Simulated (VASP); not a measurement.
A run of VASP 6.6.1 is set up as follows.

File INCAR:

```
PREC = Accurate ; ENCUT = 520
EDIFF = 1E-6 ; ISMEAR = -1
SIGMA = 0.1 ; LREAL = F
LASPH = T ; NELM = 80
ALGO = Normal ; ISIF = 2
LWAVE = F ; LCHARG = F
GGA = RP ; NBANDS = 10
```

The input KPOINTS:

```
regular mesh
0
Gamma
  10 10 10
```

Contents of POSCAR:

```
Na
1.0
    3.4418290415      0.0000000000      0.0000000000
    0.0000000000      3.4418290415      0.0000000000
    0.0000000000      0.0000000000      3.4418290415
Na
1
Direct
    0.0000000000      0.0000000000      0.0000000000
```

Potentials or basis: VASP PAW PBE potentials, release 64 (Na_pv).

Command:

```bash
$ cat potpaw_PBE.64/Na_pv/POTCAR > POTCAR
$ mpirun -np 1 vasp_std > vasp.out
```

Problem. Estimate the pressure.

Solution. 0.3 GPa.

Caveat: the PAW data sets were made with another functional, which shifts forces and pressure a little.
